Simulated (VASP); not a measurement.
Input of a VASP 6.6.1 run:

Contents of INCAR:

```
SYSTEM = Ir
PREC = Accurate
ENCUT = 500
EDIFF = 1E-6
ISMEAR = 0
SIGMA = 0.15
LREAL = .FALSE.
LASPH = .TRUE.
NELM = 120
ALGO = Normal
ISIF = 2
LWAVE = .FALSE.
LCHARG = .FALSE.
GGA = CA
NBANDS = 16
GGA_COMPAT = .FALSE.
```

The input KPOINTS:

```
Automatic mesh
0
G
  18 18 10
  0 0 0
```

File POSCAR:

```
Ir
1.0
    2.7864000000      0.0000000000      0.0000000000
   -1.3932000000      2.4130931851      0.0000000000
    0.0000000000      0.0000000000      4.7371000000
Ir
2
Direct
    0.6666666667      0.3333333333      0.7500000000
    0.3333333333      0.6666666667      0.2500000000
```

Potentials or basis: VASP PAW LDA potentials, release 64 (Ir).

The run is started by

```sh
$ cat potpaw_LDA.64/Ir/POTCAR > POTCAR
$ mpirun -np 1 vasp_std > vasp.out
```

(1) Predict the band gap on the k mesh.

(2) What does it give for the pressure?

## Answers

(1) zero (band 9 reaches 9.41 eV, above the bottom of band 10 at 6.43 eV).

(2) -36.6 GPa.

Caveat: spin-orbit coupling is left out, which moves the levels of the heavy elements.
